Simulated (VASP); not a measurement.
# Ga2Ge3O (P4mm) in VASP: notebook, part 2 of 2

VASP 6.6.1. Earlier steps stand in the parts before.

## Step 3: Single point, PBE

This run uses another cell than the first one, of 18.51 Å³/atom.

File INCAR:

```
PREC = Accurate
ENCUT = 520
EDIFF = 1E-7
ISMEAR = 0
SIGMA = 0.1
LREAL = False
LASPH = True
NELM = 80
ALGO = Normal
ISIF = 2
LWAVE = False
LCHARG = False
GGA = PE
NBANDS = 46
```

File KPOINTS:

```
Automatic mesh
0
Gamma
  10 10 6
```

File POSCAR:

```
Ga2Ge3O
1.0
    3.7564002094      0.0000000000      0.0000000000
    0.0000000000      3.7564002094      0.0000000000
    0.0000000000      0.0000000000      7.8689163995
Ga Ge O
2 3 1
Direct
    0.0000000000      0.0000000000      0.0866024658
    0.5000000000      0.5000000000      0.3390744577
    0.0000000000      0.0000000000      0.7517349314
    0.0000000000      0.0000000000      0.4212860454
    0.5000000000      0.5000000000      0.8276527958
    0.5000000000      0.5000000000      0.0736493139
```

Potentials or basis: VASP PAW PBE potentials, release 64 (Ga_d, Ge_d, O).

Run with:

```bash
cat potpaw_PBE.64/Ga_d/POTCAR potpaw_PBE.64/Ge_d/POTCAR potpaw_PBE.64/O/POTCAR > POTCAR
mpirun -np 1 vasp_std > vasp.out
```

OUTCAR:

```text
PREC = Accurate
   ENCUT = 520
   EDIFF = 1E-7
   ISMEAR = 0
   LREAL = False
   LASPH = True
   NELM = 80
   ISIF = 2
   GGA = PE

 ion  position               nearest neighbor table
   1  0.000  0.000  0.087-   4 2.63   3 2.64
   2  0.500  0.500  0.339-   6 2.09   4 2.73   4 2.73   4 2.73   4 2.73
   3  0.000  0.000  0.752-   4 2.60   1 2.64   5 2.72   5 2.72   5 2.72   5 2.72
   4  0.000  0.000  0.421-   3 2.60   1 2.63   2 2.73   2 2.73   2 2.73   2 2.73
   5  0.500  0.500  0.828-   6 1.94   3 2.72   3 2.72   3 2.72   3 2.72
   6  0.500  0.500  0.074-   5 1.94   2 2.09

  LATTYP: Found a simple tetragonal cell.
 ALAT       =     3.7564002094
 C/A-ratio  =     2.0948024600

  Lattice vectors:

 A1 = (   3.7564002094,   0.0000000000,   0.0000000000)
 A2 = (   0.0000000000,   3.7564002094,   0.0000000000)
 A3 = (   0.0000000000,   0.0000000000,   7.8689163995)

Analysis of symmetry for initial positions (statically):
=====================================================================
 Subroutine PRICEL returns:
 Original cell was already a primitive cell.

[... 182 lines left out ...]
 fundamental gap:      0.0197332142
 Fermi energy:         5.2904118740

 k-point     1 :       0.0000    0.0000    0.0000
  band No.  band energies     occupation
      1     -19.6486      2.00000
      2     -19.5917      2.00000
      3     -19.5546      2.00000
      4     -19.5546      2.00000
      5     -19.5530      2.00000
      6     -19.3160      2.00000
[... 1165 lines left out ...]
     45      11.0515      0.00000
     46      11.5857      0.00000

 [... further k-points ...]

------------------------ aborting loop because EDIFF is reached ----------------------------------------

  FORCE on cell =-STRESS in cart. coord.  units (eV):
  Direction    XX          YY          ZZ          XY          YZ          ZX
  --------------------------------------------------------------------------------------
  -------------------------------------------------------------------------------------
  Total        0.0102002      0.0102002      0.1384238      0.0000000      0.0000000      0.0000000
  in kB        0.1471838      0.1471838      1.9973893      0.0000000      0.0000000      0.0000000
  external PRESSURE =       0.7639190 kB  Pullay stress =       0.0000000 kB

 VOLUME and BASIS-vectors are now :
 -----------------------------------------------------------------------------
  energy-cutoff  :      520.00
  volume of cell :      111.03
      direct lattice vectors                 reciprocal lattice vectors
     3.756400209  0.000000000  0.000000000     0.266212316  0.000000000  0.000000000
     0.000000000  3.756400209  0.000000000     0.000000000  0.266212316  0.000000000
     0.000000000  0.000000000  7.868916399     0.000000000  0.000000000  0.127082301

 POSITION                                       TOTAL-FORCE (eV/Angst)
 -----------------------------------------------------------------------------------
      0.00000      0.00000      0.68147        -0.000000     -0.000000      0.001874
      1.87820      1.87820      2.66815        -0.000000      0.000000      0.030507
      0.00000      0.00000      5.91534         0.000000     -0.000000     -0.007188
      0.00000      0.00000      3.31506         0.000000     -0.000000      0.009541
      1.87820      1.87820      6.51273        -0.000000      0.000000     -0.031550
      1.87820      1.87820      0.57954        -0.000000     -0.000000     -0.003184
 -----------------------------------------------------------------------------------
    total drift:                                0.000000      0.000000     -0.002906

  FREE ENERGIE OF THE ION-ELECTRON SYSTEM (eV)
  ---------------------------------------------------
  free  energy   TOTEN  =       -25.3616067096 eV

  energy  without entropy=      -25.3448973899  energy(sigma->0) =      -25.35325205
```

OSZICAR:

```text
N       E                     dE             d eps       ncg     rms          rms(c)
DAV:   1     0.782014953168E+03    0.78201E+03   -0.33907E+04  9044   0.398E+03
DAV:   2     0.144867959156E+03   -0.63715E+03   -0.61421E+03  7744   0.980E+02
DAV:   3    -0.132313078864E+02   -0.15810E+03   -0.15409E+03  8336   0.252E+02
DAV:   4    -0.267121554185E+02   -0.13481E+02   -0.13280E+02  9162   0.807E+01
DAV:   5    -0.271473094489E+02   -0.43515E+00   -0.43422E+00  9530   0.157E+01    0.838E+00
DAV:   6    -0.255389540876E+02    0.16084E+01   -0.72162E+00 11636   0.229E+01    0.471E+00
DAV:   7    -0.253656633118E+02    0.17329E+00   -0.22703E+00  8882   0.941E+00    0.203E+00
DAV:   8    -0.253643171561E+02    0.13462E-02   -0.37998E-01  9172   0.359E+00    0.722E-01
DAV:   9    -0.253604195678E+02    0.38976E-02   -0.30218E-02 10526   0.193E+00    0.181E-01
DAV:  10    -0.253613586407E+02   -0.93907E-03   -0.94329E-03  8646   0.117E+00    0.100E-01
DAV:  11    -0.253616060425E+02   -0.24740E-03   -0.13691E-03 10512   0.691E-01    0.584E-02
DAV:  12    -0.253615977354E+02    0.83071E-05   -0.40928E-04  9404   0.216E-01    0.925E-03
DAV:  13    -0.253616059778E+02   -0.82425E-05   -0.69342E-05  8806   0.884E-02    0.685E-03
DAV:  14    -0.253616065997E+02   -0.62186E-06   -0.74136E-06 10776   0.563E-02    0.175E-03
DAV:  15    -0.253616067330E+02   -0.13332E-06   -0.22233E-06  9264   0.152E-02    0.124E-03
DAV:  16    -0.253616067096E+02    0.23369E-07   -0.26903E-07  7128   0.895E-03
   1 F= -.25361607E+02 E0= -.25353252E+02  d E =-.167093E-01
```

Wall time 11 min (1 thread of AMD EPYC 7R13, shared host); peak memory 0.43 GiB.

Results:

```
Free energy            : -25.3616 eV
Pressure               : 0.1 GPa
Largest force          : 0.032 eV/Å
Band gap on the k mesh : zero (bands 37 and 38 overlap by 3.85 eV)
```

Forces in eV/Å, atoms in the order of the input:
```
Ga   0.000  0.000  0.002
Ga   0.000  0.000  0.031
Ge   0.000  0.000 -0.007
Ge   0.000  0.000  0.010
Ge   0.000  0.000 -0.032
O    0.000  0.000 -0.003
```
